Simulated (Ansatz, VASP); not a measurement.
Y in VASP and in Ansatz

INCAR

```
ALGO = Normal
EDIFF = 1E-6
ENCUT = 500
GGA = PE
GGA_COMPAT = False
ISIF = 2
ISMEAR = 0
LASPH = True
LCHARG = False
LMAXMIX = 4
LNONCOLLINEAR = True
LORBIT = 11
LORBMOM = True
LREAL = False
LSORBIT = True
LWAVE = False
MAGMOM = 0 0 0
NBANDS = 22
NELM = 200
PREC = Accurate
SIGMA = 0.05
```

KPOINTS

```
k-points
0
Gamma
  14 14 14
```

The input POSCAR:

```
Y
1.0
    0.0000000000      2.5269565107      2.5269565107
    2.5269565107      0.0000000000      2.5269565107
    2.5269565107      2.5269565107      0.0000000000
Y
1
Direct
    0.0000000000      0.0000000000      0.0000000000
```

Input for Ansatz:

```yaml
crystal:
  lattice:
    - [0.0, 2.5269565107, 2.5269565107]
    - [2.5269565107, 0.0, 2.5269565107]
    - [2.5269565107, 2.5269565107, 0.0]
  atoms:
    - { symbol: "Y", position: [0.0, 0.0, 0.0] }
basis:
  ecutwfc: 600
  ecutrho_ratio: 5
kpoints:
  mp_grid: { grid: [14, 14, 14] }
hamiltonian:
  xc: pbe
scf:
  occupations: { method: gaussian, width: 0.05 }
output:
  forces: true
  stress: true
  eigenvalues: true
  populations: true
magnetization:
  noncollinear: true
  spin_orbit: true
```

Alike in both runs: task single point; functional PBE; k mesh 14 × 14 × 14; occupations gaussian, width 0.05 eV; non-collinear spin, spin-orbit coupling.

```csv
,VASP,Ansatz
version,VASP 6.6.1,Ansatz 0.2.0
potentials or method,"VASP PAW PBE potentials, release 64 (Y_sv), cutoff 500 eV","plane waves, PAW"
valence electrons in the cell,11,11
```

VASP gave:

- pressure (GPa): 0.0

**Question.** What did Ansatz give for the same quantities?

**Answer.** Pressure (GPa): 0.2.
